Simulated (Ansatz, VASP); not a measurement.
One calculation of BiTe, two programs

Contents of INCAR:

```
SYSTEM = BiTe
  PREC = Accurate
  ENCUT = 520
  EDIFF = 1E-6
  ISMEAR = 0
  SIGMA = 0.15
  LREAL = .False.
  LASPH = .True.
  NELM = 100
  ALGO = Normal
  ISIF = 2
  LWAVE = .False.
  LCHARG = .False.
  GGA = PE
  NBANDS = 29
```

Contents of KPOINTS:

```
regular mesh
0
Gamma
  8 8 6
  0 0 0
```

File POSCAR:

```
BiTe
1.0
   -2.4222948339     -1.3985125744     -3.3133448232
   -2.4222948339      4.1955377232      0.0000000000
    4.8445896678      2.7970251488     -3.3133448232
Bi Te
2 2
Direct
    0.6405422684      0.6240258876      1.0948306511
    0.8594577316     -0.1240258876      0.4051693489
    0.4767723992      0.5823481683      0.4990882572
    1.0232276008     -0.0823481683      1.0009117428
```

Input for Ansatz:

```yaml
crystal:
  lattice:
    - [-2.4222948339, -1.3985125744, -3.3133448232]
    - [-2.4222948339, 4.1955377232, 0.0]
    - [4.8445896678, 2.7970251488, -3.3133448232]
  atoms:
    - { symbol: Bi, position: [0.6405422684, 0.6240258876, 1.0948306511] }
    - { symbol: Bi, position: [0.8594577316, -0.1240258876, 0.4051693489] }
    - { symbol: Te, position: [0.4767723992, 0.5823481683, 0.4990882572] }
    - { symbol: Te, position: [1.0232276008, -0.0823481683, 1.0009117428] }
basis:
  ecutwfc: 420
kpoints:
  mp_grid: { grid: [8, 8, 6] }
hamiltonian:
  xc: pbe
scf:
  occupations: { method: gaussian, width: 0.15 }
output:
  forces: true
  stress: true
  eigenvalues: true
```

Alike in both runs: task single point; functional PBE; k mesh 8 × 8 × 6; occupations gaussian, width 0.15 eV; no spin polarisation.

|  | VASP | Ansatz |
| --- | --- | --- |
| version | VASP 6.6.1 | Ansatz 0.2.0 |
| potentials or method | VASP PAW PBE potentials, release 64 (Bi_d, Te), cutoff 520 eV | scalar-relativistic, plane waves, PAW |
| valence electrons in the cell | 42 | 62 |

Ansatz gave:

```
gap on the k mesh at the Fermi level (eV) : none
rms of the force components (eV/Å)        : 7.965
```

Q: What did VASP give for the same quantities?

A: gap on the k mesh at the Fermi level (eV): none; rms of the force components (eV/Å): 8.012.

Atom by atom the forces differ by 0.048 eV/Å (rms over components). A gap of «none» marks a metal or a gap that the smearing closes. The functional is the same, so the differences come from potentials, cutoffs and numerics. VASP's potentials hold 42 valence electrons a cell and Ansatz's 62, so a difference there can come from the potentials and not from the codes.

Spin-orbit coupling is off throughout.
